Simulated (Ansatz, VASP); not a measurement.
**Two plane-wave programs on ZnWO4**

```
W O Zn
1.0
     5.63556    0.18474   -0.97863
     0.16465    6.14931   -0.45692
    -0.94478   -0.45151    8.24305
W O Zn
3 12 3
Cartesian
  2.8270 4.1751 6.2616
  3.2628 2.9783 2.2494
  2.1299 5.7453 1.1410
  2.4443 2.6755 3.8138
  0.9067 5.9203 -0.1367
  0.5322 1.0331 6.1125
  4.9812 2.5693 2.3597
  2.7549 1.2898 1.4557
  1.9797 3.6701 0.8243
  3.7241 5.4168 -0.4041
  3.5610 5.2797 5.0622
  1.0489 -0.0353 3.0651
  3.5483 4.8153 2.2422
  1.0141 3.8977 6.0414
  3.8875 2.7543 6.5158
  0.2511 2.4414 7.3829
  -0.1942 5.5989 6.0986
  0.8446 1.5428 4.3223
```

Alike in both runs: task single point; functional PBE; k mesh 4 × 4 × 3; occupations gaussian, width 0.02 eV; no spin polarisation.

|  | VASP | Ansatz |
| --- | --- | --- |
| version | VASP 6.6.1 | Ansatz 0.2.0 |
| potentials or method | VASP PAW PBE potentials, release 64 (W_sv, O, Zn), cutoff 520 eV | scalar-relativistic, plane waves, PAW |
| valence electrons in the cell | 150 | 150 |

|  | VASP | Ansatz | Ansatz less VASP |
| --- | --- | --- | --- |
| gap on the k mesh at the Fermi level (eV) | 2.66 | 2.69 | +0.027 |
| least direct gap on the mesh (eV) | 2.68 | 2.71 | +0.027 |
| rms of the force components (eV/Å) | 0.220 | 0.121 | -0.0992 |

Atom by atom the forces differ by 0.167 eV/Å (rms over components). One of these differences is far larger than is usual between the two programs; its cause wasn't traced.

Neither program's run includes spin-orbit coupling.
